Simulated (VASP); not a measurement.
Ta2C: single point with PBEsol

Crystal: Ta2C.

```xyz
3
Lattice="3.0964 0.0000 0.0000 -1.5482 2.6816 0.0000 0.0000 0.0000 4.9187" Properties=species:S:1:pos:R:3 pbc="T T T"
Ta    0.0000    1.7877    1.2430
Ta    1.5482    0.8939    3.6757
C     0.0000    0.0000    0.0000
```

- Program: VASP 6.6.1
- Task: single point
- Functional: PBEsol
- Potentials or basis: VASP PAW PBE potentials, release 64 (Ta_pv, C)
- Cutoff: 520 eV
- k mesh: 10 × 10 × 6
- Occupations: methfessel-paxton, width 0.15 eV
- Spin: no spin polarisation

- Pressure: 0.5 GPa
- Largest force: 0.047 eV/Å
- Band gap on the k mesh: zero (band 13 reaches 7.00 eV, above the bottom of band 14 at 6.20 eV)

Forces on the atoms (eV/Å):
```
Ta   0.000  0.000  0.047
Ta   0.000  0.000 -0.047
C    0.000  0.000  0.000
```

Levels at points of the mesh, in eV from the Fermi level:
```csv
k point,band 10,band 11,band 12,band 13,band 14,band 15,band 16,band 17
"(0.00, 0.00, 0.00)",-3.64,-3.00,-0.02,0.49,0.49,1.10,1.10,2.37
"(0.50, 0.00, 0.00)",-4.05,-3.78,-1.82,-0.26,3.35,3.46,4.69,5.10
"(0.00, 0.00, 0.50)",-3.89,-1.84,-1.57,-0.32,-0.32,2.96,2.96,3.50
"(0.50, 0.00, 0.50)",-3.61,-2.57,-1.17,-1.00,1.54,1.54,4.32,4.86
```

Wall time 32 s on 1 thread of Intel(R) Xeon(R) Platinum 8488C (Sapphire Rapids), on a shared host, peak memory 0.19 GiB.

Caveat: the PAW data sets were made with another functional, which shifts forces and pressure a little; spin-orbit coupling is left out, which moves the levels of the heavy elements.
